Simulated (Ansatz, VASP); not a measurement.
One calculation of CsLiCr2Te2S3, two programs

INCAR

```
SYSTEM = CsLiCr2Te2S3
ALGO = Normal
EDIFF = 1E-6
EDIFFG = -0.01
ENCUT = 600
GGA = CA
IBRION = 2
ISIF = 3
ISMEAR = -1
ISPIN = 2
KPAR = 4
LASPH = .True.
LCHARG = .False.
LMAXMIX = 4
LORBIT = 11
LREAL = .False.
LWAVE = .False.
MAGMOM = 0 0 3 3 0 0 0 0 0
NELM = 150
NSW = 60
PREC = Accurate
SIGMA = 0.05
```

Contents of KPOINTS:

```
k-points
0
Gamma
  6 6 1
  0 0 0
```

File POSCAR:

```
CsLiCr2Te2S3
1.0
    3.6035800000      0.0000000000      0.0000000000
   -1.8017900000      3.1207900000      0.0000000000
    0.0000000000      0.0000000000     19.0665100000
Cs Li Cr Te S
1 1 2 2 3
Direct
    0.0000000000      0.0000000000      0.3739900000
    0.6666700000      0.3333300000      0.0160700000
    0.0000000000      0.0000000000      0.8663700000
    0.3333300000      0.6666700000      0.1683300000
    0.3333300000      0.6666700000      0.5389100000
    0.6666700000      0.3333300000      0.7727600000
    0.0000000000      0.0000000000      0.1003000000
    0.3333300000      0.6666700000      0.9292000000
    0.6666700000      0.3333300000      0.2340800000
```

The input input.yaml:

```yaml
crystal:
  lattice:
    - [3.60358, 0.0, 0.0]
    - [-1.80179, 3.12079, 0.0]
    - [0.0, 0.0, 19.06651]
  atoms:
    - { symbol: Cs, position: [0.0, 0.0, 0.37399] }
    - { symbol: Li, position: [0.66667, 0.33333, 0.01607] }
    - { symbol: Cr, position: [0.0, 0.0, 0.86637], spin: 3.0 }
    - { symbol: Cr, position: [0.33333, 0.66667, 0.16833], spin: 3.0 }
    - { symbol: Te, position: [0.33333, 0.66667, 0.53891] }
    - { symbol: Te, position: [0.66667, 0.33333, 0.77276] }
    - { symbol: S, position: [0.0, 0.0, 0.1003] }
    - { symbol: S, position: [0.33333, 0.66667, 0.9292] }
    - { symbol: S, position: [0.66667, 0.33333, 0.23408] }
hamiltonian:
  xc: lda
  pseudopotentials: { kind: paw }
magnetization:
  spin_polarized: true
kpoints:
  mp_grid: { grid: [6, 6, 1] }
scf:
  occupations: { method: fermi_dirac, width: 0.05 }
output:
  forces: true
  stress: true
  eigenvalues: true
relax:
  f_tol: 0.01
  max_steps: 40
  cell: { stress_tol: 0.05 }
```

Alike in both runs: task relaxation of cell and atoms; functional LDA; k mesh 6 × 6 × 1; occupations fermi-dirac, width 0.05 eV; collinear spin.

|  | VASP | Ansatz |
| --- | --- | --- |
| version | VASP 6.6.1 | Ansatz 0.2.0 |
| potentials or method | VASP PAW LDA potentials, release 64 (Cs_sv, Li_sv, Cr_pv, Te, S) | Ansatz PAW |
| plane-wave cutoff (eV) | 600 | 420 |
| valence electrons in the cell | 66 | 90 |

```csv
,VASP,Ansatz,Ansatz less VASP
"gap on the k mesh at the Fermi level, each at its own relaxed structure (eV)",none,none,-
net moment per atom (μB),0.60,0.61,+0.004
size of the moment on the site where the two differ most (μB),2.76,2.57,-0.191
relaxed volume (Å³/atom),20.87,20.86,-0.003
relaxed cell length with the largest relative difference (Å),17.788,17.760,-0.0281
```

LDA's correlation is that of Perdew and Zunger in VASP and of Perdew and Wang (1992) in Ansatz. Site moments also hang on the region over which each program counts them. A gap of «none» marks a metal or a gap that the smearing closes. VASP's potentials hold 66 valence electrons a cell and Ansatz's 90, so a difference there can come from the potentials and not from the codes.

Neither program's run includes spin-orbit coupling. Noted on VASP's run: the cutoff is short for stress, so the pressure is rough. Noted on Ansatz's run: the plane-wave basis is chosen anew once the cell has moved, so the energies of steps on either side of that aren't comparable.
